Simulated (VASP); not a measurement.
# PtSe2 (P-3m1) in VASP: further runs, part 2 of 2

VASP 6.6.1.

## 5. Relaxation of cell and atoms, PBE

INCAR reads:

```
SYSTEM = PtSe2
ALGO     = Normal         ! electronic algorithm
EDIFF    = 1E-6           ! SCF threshold, eV
EDIFFG   = -0.04          ! ionic threshold
ENCUT    = 600            ! plane-wave cutoff, eV
GGA      = PE             ! functional
IBRION   = 2              ! ionic algorithm
ISIF     = 3              ! what is computed and relaxed
ISMEAR   = 0              ! smearing method
LASPH    = .True.         ! aspherical terms in the spheres
LCHARG   = .False.        ! write CHGCAR
LREAL    = .False.        ! projectors in reciprocal space
LWAVE    = .False.        ! write WAVECAR
NELM     = 100            ! most SCF steps
NSW      = 90             ! ionic steps
PREC     = Accurate       ! precision mode
SIGMA    = 0.1            ! smearing width, eV
```

KPOINTS reads:

```
k-points
0
Gamma
  6 6 4
  0 0 0
```

POSCAR reads:

```
PtSe2
1.0
    3.7240006300      0.0000000000      0.0000000000
   -1.8620003200      3.2250791500      0.0000000000
    0.0000000000      0.0000000000      5.0619998000
Pt Se
1 2
Direct
    0.0000000000      0.0000000000      0.0000000000
    0.3333333300      0.6666666700      0.2500000000
    0.6666666700      0.3333333300      0.7500000000
```

Potentials or basis: VASP PAW PBE potentials, release 64 (Pt, Se).

Started as:

```sh
$ cat potpaw_PBE.64/Pt/POTCAR potpaw_PBE.64/Se/POTCAR > POTCAR
$ mpirun -np 1 vasp_std > vasp.out
```

OUTCAR:

```text
SYSTEM = PtSe2
   EDIFF = 1E-6
   EDIFFG = -0.04
   ENCUT = 600
   GGA = PE
   IBRION = 2
   ISIF = 3
   ISMEAR = 0
   LASPH = .True.
   LREAL = .False.
   NELM = 100
   NSW = 90
   PREC = Accurate

 ion  position               nearest neighbor table
   1  0.000  0.000  0.000-   2 2.49   3 2.49   3 2.49   2 2.49   3 2.49   2 2.49
   2  0.333  0.667  0.250-   1 2.49   1 2.49   1 2.49
   3  0.667  0.333  0.750-   1 2.49   1 2.49   1 2.49

  LATTYP: Found a hexagonal cell.
 ALAT       =     3.7240006300
 C/A-ratio  =     1.3592908012

  Lattice vectors:

 A1 = (   3.7240006300,   0.0000000000,   0.0000000000)
 A2 = (  -1.8620003200,   3.2250791500,   0.0000000000)
 A3 = (   0.0000000000,   0.0000000000,   5.0619998000)

Analysis of symmetry for initial positions (statically):
=====================================================================
 Subroutine PRICEL returns:
[... 1151 lines left out ...]
      7       0.9301      2.00000
      8       1.6700      2.00000
      9       1.7785      2.00000
     10       2.9558      2.00000
     11       2.9558      2.00000
     12       6.7978      0.00000
     13       6.7978      0.00000
     14      11.2111      0.00000
     15      12.2238      0.00000

[... ionic steps 4 to 18 ...]

--------------------------------------- Ionic step       19  -------------------------------------------

 number of electron      22.0000003 magnetization

------------------------ aborting loop because EDIFF is reached ----------------------------------------
[... 69 lines left out ...]
--------------------------------------- Ionic step       21  -------------------------------------------

 number of electron      22.0000005 magnetization

 Free energy of the ion-electron system (eV)
  ---------------------------------------------------
  ext. energy  EPLUGINS =         0.00000000
  ---------------------------------------------------
  free energy    TOTEN  =       -14.29545351 eV

  energy without entropy =      -14.29545351  energy(sigma->0) =      -14.29545351

 E-fermi :   4.3900     XC(G=0):  -9.5036

 val. band max:        3.9286949723   @ k =   0.1667   0.0000   0.0000
 cond. band min:       4.8398223576   @ k =   0.0000   0.3333   0.2500
 fundamental gap:      0.9111273853
 Fermi energy:         4.3900342046
[... 460 lines left out ...]
  FREE ENERGIE OF THE ION-ELECTRON SYSTEM (eV)
  ---------------------------------------------------
  free  energy   TOTEN  =       -14.2954535052 eV

  energy  without entropy=      -14.2954535051  energy(sigma->0) =      -14.29545351

 reached required accuracy - stopping structural energy minimisation
```

OSZICAR:

```text
N       E                     dE             d eps       ncg     rms          rms(c)
DAV:   1     0.131881992306E+03    0.13188E+03   -0.11257E+04   720   0.147E+03
DAV:   2    -0.902783764549E+01   -0.14091E+03   -0.13730E+03   916   0.255E+02
DAV:   3    -0.149293332537E+02   -0.59015E+01   -0.58703E+01   923   0.549E+01
[... 201 lines left out ...]
DAV:   3    -0.142959044259E+02    0.18361E-02   -0.38899E-03   818   0.709E-01    0.118E-01
DAV:   4    -0.142954517542E+02    0.45267E-03   -0.29494E-03   762   0.307E-01    0.515E-02
DAV:   5    -0.142954447919E+02    0.69623E-05   -0.11727E-04   811   0.893E-02    0.364E-02
DAV:   6    -0.142954530575E+02   -0.82656E-05   -0.30331E-05   839   0.340E-02    0.913E-03
DAV:   7    -0.142954535052E+02   -0.44764E-06   -0.71142E-06   804   0.178E-02
  21 F= -.14295454E+02 E0= -.14295454E+02  d E =-.109622E-02
```

CONTCAR:

```text
PtSe2
   1.00000000000000
     3.7506876176737456   -0.0000000000424138   -0.0000000000000011
    -1.8753438139094347    3.2481907593126875    0.0000000000000005
    -0.0000000000000010   -0.0000000000000005    6.0085125325654811
  Pt              Se
     1     2
Direct
     0.0000000000000000    1.0000000000000000    0.0000000000000000
     0.3333333300000021    0.6666666699999979    0.2178695956208884
     0.6666666699999979    0.3333333300000021    0.7821304043791116

  0.00000000E+00  0.00000000E+00  0.00000000E+00
  0.00000000E+00  0.00000000E+00  0.00000000E+00
  0.00000000E+00  0.00000000E+00  0.00000000E+00
```

Wall time 10 min (1 thread of AMD EPYC 7R13, shared host); peak memory 0.18 GiB.

Results:

```yaml
Free_energy: -14.2955 eV
Relaxed_volume: 24.40 Å³/atom
Relaxed_cell: a = 3.751 Å, b = 3.751 Å, c = 6.009 Å, α = 90.00°, β = 90.00°, γ = 120.00°
Space_group_after_relaxing_to_0.1_Å: P-3m1 (No. 164)
Energy_gained_by_relaxing: 35.9 meV/atom
Ionic_steps: 21
Pressure_after_relaxing: 0.2 GPa
Largest_force_after_relaxing: 0.033 eV/Å
Band_gap_on_the_k_mesh: 0.91 eV (least direct gap 1.25 eV)
```

Forces in eV/Å, atoms in the order of the input:
```
Pt   0.000  0.000  0.000
Se   0.000  0.000 -0.033
Se   0.000  0.000  0.033
```

The path:
| step | energy change (eV) | largest force (eV/Å) | pressure (GPa) | volume (Å³) |
| --- | --- | --- | --- | --- |
| 1 | 0.0000 | 0.5814 | 7.35 | 60.80 |
| 2 | 0.0993 | 0.9683 | -8.18 | 69.34 |
| 3 | -0.0741 | 0.1266 | 0.00 | 63.96 |
| 4 | -0.0741 | 0.1142 | 0.13 | 63.89 |
| 5 | -0.0741 | 0.1018 | 0.25 | 63.83 |
| 6 | -0.0755 | 0.0906 | 0.23 | 64.01 |
| 7 | -0.0791 | 0.0567 | 0.19 | 64.55 |
| 8 | -0.0842 | 0.0230 | 0.16 | 65.63 |
| 9 | -0.0842 | 0.2007 | 0.29 | 67.82 |
| 10 | -0.0854 | 0.1443 | 0.23 | 67.01 |
| 11 | -0.0866 | 0.1269 | 0.14 | 67.23 |
| 12 | -0.0897 | 0.0746 | -0.16 | 67.89 |
| 13 | -0.0944 | 0.0216 | -0.70 | 69.20 |
| 14 | -0.0975 | 0.1886 | -1.56 | 71.79 |
| 15 | -0.0986 | 0.1873 | -1.48 | 71.95 |
| 16 | -0.1015 | 0.1820 | -1.25 | 72.40 |
| 17 | -0.1053 | 0.1654 | -0.73 | 73.28 |
| 18 | -0.1038 | 0.1039 | 0.42 | 74.96 |
| 19 | -0.1065 | 0.1384 | -0.34 | 73.80 |
| 20 | -0.1070 | 0.1113 | -0.21 | 73.65 |
| 21 | -0.1076 | 0.0334 | 0.17 | 73.20 |

Final structure:
```cif
data_structure
_symmetry_space_group_name_H-M 'P 1'
_symmetry_Int_Tables_number 1
_cell_length_a 3.7507
_cell_length_b 3.7507
_cell_length_c 6.0085
_cell_angle_alpha 90.000
_cell_angle_beta 90.000
_cell_angle_gamma 120.000
_cell_volume 73.20
loop_
_atom_site_label
_atom_site_type_symbol
_atom_site_fract_x
_atom_site_fract_y
_atom_site_fract_z
_atom_site_occupancy
Pt1 Pt 0.00000 0.00000 0.00000 1
Se1 Se 0.33333 0.66667 0.21787 1
Se2 Se 0.66667 0.33333 0.78213 1
```

Levels at points of the mesh, in eV from the valence-band top:
```
           k point  band 8  band 9  band 10  band 11  band 12  band 13  band 14  band 15
(0.00, 0.00, 0.00)   -1.85   -0.42    -0.42    -0.01     2.39     2.39     4.18     4.92
(0.50, 0.00, 0.00)   -2.65   -2.31    -2.30    -2.26     1.63     2.42     4.68     5.98
(0.00, 0.00, 0.50)   -1.78   -1.38    -0.50    -0.50     2.57     2.57     5.18     5.96
(0.50, 0.00, 0.50)   -2.70   -2.40    -2.17    -1.35     2.00     2.06     4.31     5.49
```

Caveat: the volume moved by over 15 % at a fixed basis, so the end points are rough; spin-orbit coupling is left out, which moves the levels of the heavy elements; this functional lacks dispersion, which binds layers or chains, so the pressure and a relaxed spacing across them are unreliable. A k mesh can miss the band edges.

## 6. Summary

| task | cell | k mesh | cutoff (eV) | gap on the mesh (eV) | pressure (GPa) | largest force (eV/Å) |
| --- | --- | --- | --- | --- | --- | --- |
| single point | a = 3.724, b = 3.724, c = 5.062 Å, angles 90.0, 90.0, 120.0°, 3 atoms, atomic positions A | 6 × 6 × 4 | 520 | none | 7.3 | 0.58 |
| single point | a = 3.768, b = 3.768, c = 5.733 Å, angles 90.0, 90.0, 120.0°, 3 atoms, atomic positions B | 6 × 6 × 4 | 520 | 0.57 | 0.1 | - |
| single point | a = 3.752, b = 3.752, c = 13.028 Å, angles 90.0, 90.0, 120.0°, 6 atoms, atomic positions C | 6 × 6 × 1 | 520 | 1.31 | 0.0 | 0.01 |
| relaxation of cell and atoms | relaxed from a = 3.724, b = 3.724, c = 5.062 Å, angles 90.0, 90.0, 120.0°, 3 atoms, atomic positions A | 6 × 6 × 4 | 600 | 0.91 | 0.2 | 0.03 |

Alike in all rows: level PBE; potentials or basis VASP PAW PBE potentials, release 64 (Pt, Se); no spin polarisation; smearing gaussian 0.1 eV.

Caveats: some runs use coarse meshes; spin-orbit coupling is left out, which moves the levels of the heavy elements; this functional lacks dispersion, which binds layers or chains, so the pressure and a relaxed spacing across them are unreliable (at least some runs); the cell stands under pressure (at least some runs); the volume moved by over 15 % at a fixed basis, so the end points are rough (at least some runs).

Absolute energies hang on the potentials; compare differences alone.

The gap in the log of VASP goes by the Fermi energy; the results here count the filled bands.